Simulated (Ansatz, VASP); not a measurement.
# BN in VASP and in Ansatz

INCAR

```
PREC     = Accurate       # precision mode
ENCUT    = 520            # plane-wave cutoff, eV
EDIFF    = 1E-6           # SCF threshold, eV
ISMEAR   = 1              # smearing method
SIGMA    = 0.78           # smearing width, eV
LREAL    = F              # projectors in reciprocal space
LASPH    = T              # aspherical terms in the spheres
NELM     = 100            # most SCF steps
ALGO     = Normal         # electronic algorithm
ISIF     = 2              # what is computed and relaxed
LWAVE    = F              # write WAVECAR
LCHARG   = T              # write CHGCAR
GGA      = PE             # functional
LELF     = T              # ELF
LVHAR    = T            
NBANDS   = 11             # bands
```

KPOINTS

```
Automatic mesh
0
Gamma
  12 12 12
```

The input POSCAR:

```
BN
1.0
    0.0000000000      3.4953158300      2.1660912400
    1.2516321000      0.0000000000      2.1660912400
    1.2516321000      3.4953158300      0.0000000000
B N
1 1
Direct
    0.0000486500      0.0000486500      0.9999513500
    0.6666513400      0.6666513400      0.3333486600
```

Input for Ansatz:

```yaml
crystal:
  lattice:
    - [0.0, 3.49531583, 2.16609124]
    - [1.2516321, 0.0, 2.16609124]
    - [1.2516321, 3.49531583, 0.0]
  atoms:
    - { symbol: B, position: [4.865e-05, 4.865e-05, 0.99995135] }
    - { symbol: "N", position: [0.66665134, 0.66665134, 0.33334866] }
basis:
  ecutwfc: 420
kpoints:
  mp_grid: { grid: [12, 12, 12] }
hamiltonian:
  xc: pbe
scf:
  occupations: { method: methfessel_paxton, width: 0.78 }
output:
  forces: true
  stress: true
  eigenvalues: true
```

Alike in both runs: task single point; functional PBE; k mesh 12 × 12 × 12; occupations methfessel-paxton of order 1, width 0.78 eV; no spin polarisation.

|  | VASP | Ansatz |
| --- | --- | --- |
| version | VASP 6.6.1 | Ansatz 0.2.0 |
| potentials or method | VASP PAW PBE potentials, release 64 (B, N), cutoff 520 eV | scalar-relativistic, plane waves, PAW |
| valence electrons in the cell | 8 | 8 |

|  | VASP | Ansatz | Ansatz less VASP |
| --- | --- | --- | --- |
| gap on the k mesh at the Fermi level (eV) | 3.85 | 3.85 | +0.004 |
| least direct gap on the mesh (eV) | 4.56 | 4.56 | 0.000 |
| pressure (GPa) | 3.2 | 3.2 | +0.04 |
| traceless stress, the component that is largest in VASP (GPa) | -1.64 | -1.49 | +0.147 |
| rms of the force components (eV/Å) | 0.003 | 0.006 | +0.0031 |

Atom by atom the forces differ by 0.003 eV/Å (rms over components).
